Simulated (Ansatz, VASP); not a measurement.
## Two plane-wave programs on CdF

INCAR

```
PREC     = Accurate       # precision mode
ENCUT    = 600            # plane-wave cutoff, eV
EDIFF    = 1E-6           # SCF threshold, eV
ISMEAR   = 0              # smearing method
SIGMA    = 0.1            # smearing width, eV
LREAL    = False          # projectors in reciprocal space
LASPH    = True           # aspherical terms in the spheres
NELM     = 100            # most SCF steps
ALGO     = Normal         # electronic algorithm
ISIF     = 3              # what is computed and relaxed
LWAVE    = False          # write WAVECAR
LCHARG   = False          # write CHGCAR
GGA      = PE             # functional
IBRION   = 2              # ionic algorithm
NSW      = 100            # ionic steps
EDIFFG   = -0.01          # ionic threshold
```

File KPOINTS:

```
Automatic mesh
0
Gamma
  21 21 21
```

The input POSCAR:

```
CdF
1.0
    1.5970464177      0.9220551792      3.7055338284
   -1.5970464177      0.9220551792      3.7055338284
    0.0000000000     -1.8441103583      3.7055338284
Cd F
1 1
Direct
    0.5000000000      0.5000000000      0.5000000000
    0.0000000000      0.0000000000      0.0000000000
```

Input for Ansatz:

```yaml
crystal:
  lattice:
    - [1.5970464177, 0.9220551792, 3.7055338284]
    - [-1.5970464177, 0.9220551792, 3.7055338284]
    - [0.0, -1.8441103583, 3.7055338284]
  atoms:
    - { symbol: Cd, position: [0.5, 0.5, 0.5] }
    - { symbol: F, position: [0.0, 0.0, 0.0] }
basis:
  ecutwfc: 420
kpoints:
  mp_grid: { grid: [21, 21, 21] }
hamiltonian:
  xc: pbe
scf:
  occupations: { method: gaussian, width: 0.1 }
output:
  forces: true
  stress: true
  eigenvalues: true
relax:
  adjacent_minimum: "off"
  f_tol: 0.01
  max_steps: 80
  cell: { stress_tol: 0.05 }
```

Alike in both runs: task relaxation of cell and atoms; functional PBE; k mesh 21 × 21 × 21; occupations gaussian, width 0.1 eV; no spin polarisation.

|  | VASP | Ansatz |
| --- | --- | --- |
| version | VASP 6.6.1 | Ansatz 0.2.0 |
| potentials or method | VASP PAW PBE potentials, release 64 (Cd, F), cutoff 600 eV | scalar-relativistic, plane waves, PAW |
| valence electrons in the cell | 19 | 27 |

```csv
,VASP,Ansatz,Ansatz less VASP
"gap on the k mesh at the Fermi level, each at its own relaxed structure (eV)",none,none,-
relaxed volume (Å³/atom),16.36,16.37,+0.005
relaxed cell length with the largest relative difference (Å),4.130,4.130,-0.0001
```

A gap of «none» marks a metal or a gap that the smearing closes. VASP's potentials hold 19 valence electrons a cell and Ansatz's 27, so a difference there can come from the potentials and not from the codes.
